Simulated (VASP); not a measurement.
Write the native input for VASP 6.6.1 that does the following.

- Task: single point
- Functional: PBE
- Potentials or basis: VASP PAW PBE potentials, release 64 (Mn_pv)
- Cutoff: 520 eV
- k mesh: 19 × 19 × 19
- Occupations: fermi-dirac, width 0.0612256 eV
- Spin: no spin polarisation
- Dipole correction: no
- Further INCAR settings: ALGO = Normal; EDIFF = 1e-07; NBANDS = 12

The structure of Mn lies in POSCAR:

```
Mn
1.0
   -1.4011211675      1.4011211675      1.4011211675
    1.4011211675     -1.4011211675      1.4011211675
    1.4011211675      1.4011211675     -1.4011211675
Mn
1
Direct
    0.0000000000      0.0000000000      0.0000000000
```

These files were run (other wordings do the same):

INCAR

```
SYSTEM = Mn
PREC = Accurate ; ENCUT = 520
EDIFF = 1E-7 ; ISMEAR = -1
SIGMA = 0.06122561905347299 ; LREAL = .FALSE.
LASPH = .TRUE. ; NELM = 60
ALGO = Normal ; ISIF = 2
LWAVE = .FALSE. ; LCHARG = .TRUE.
GGA = PE ; LELF = .TRUE.
LVHAR = .TRUE. ; NBANDS = 12
```

KPOINTS

```
regular mesh
0
G
  19 19 19
  0 0 0
```

Potentials or basis: VASP PAW PBE potentials, release 64 (Mn_pv).

Command:

```sh
$ cat potpaw_PBE.64/Mn_pv/POTCAR > POTCAR
$ mpirun -np 1 vasp_std > vasp.out
```

Results of the run:

```
Pressure : -5.4 GPa
```

Caveat: the run has no spin polarisation, though such a crystal can be magnetic.

Wall time 16 s on 1 thread of Intel Xeon 6975P-C (shared host), peak memory 0.14 GiB.
